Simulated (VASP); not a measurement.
Set up this calculation in VASP 6.6.1, as the native input.

```
Task                   : single point
Functional             : PBEsol
Potentials or basis    : VASP PAW PBE potentials, release 64 (Ru_pv)
Cutoff                 : 520 eV
k mesh                 : 13 × 13 × 8
Occupations            : fermi-dirac, width 0.1 eV
Spin                   : non-collinear spin, zero start, spin-orbit coupling
Starting moments       : [[0.0, 0.0, 0.0], [0.0, 0.0, 0.0]] μB
Dipole correction      : no
Further INCAR settings : ALGO = Normal; EDIFF = 1e-06; NBANDS = 40
```

The structure of Ru lies in POSCAR:

```
Ru
1.0
    2.6932743844      0.0000000000      0.0000000000
   -1.3466371922      2.3324440363      0.0000000000
    0.0000000000      0.0000000000      4.2432628382
Ru
2
Direct
    0.3333333333      0.6666666667      0.2500000000
    0.6666666667      0.3333333333      0.7500000000
```

One way to write it, as run:

INCAR

```
PREC = Accurate
ENCUT = 520
EDIFF = 1E-6
ISMEAR = -1
SIGMA = 0.1
LREAL = False
LASPH = True
NELM = 150
ALGO = Normal
ISIF = 2
LWAVE = False
LCHARG = True
MAGMOM = 0 0 0 0 0 0
LORBIT = 11
LSORBIT = True
GGA_COMPAT = False
LORBMOM = True
LMAXMIX = 4
GGA = PS
LVHAR = True
NBANDS = 40
```

KPOINTS

```
Automatic mesh
0
Gamma
  13 13 8
```

Potentials or basis: VASP PAW PBE potentials, release 64 (Ru_pv).

The run is started by

```console
$ cat potpaw_PBE.64/Ru_pv/POTCAR > POTCAR
$ mpirun -np 1 vasp_ncl > vasp.out
```

It gave:

| Quantity | Value |
| --- | --- |
| Pressure | 0.2 GPa |
| Net moment | 0.00 μB per cell |
| Valence electrons inside the program's atomic spheres | Ru 12.71 |

Caveat: the PAW data sets were made with another functional, which shifts forces and pressure a little.

Run time: 3.8 min on 1 thread of Intel Xeon 8259CL, with other jobs on the host, peak memory 0.29 GiB.
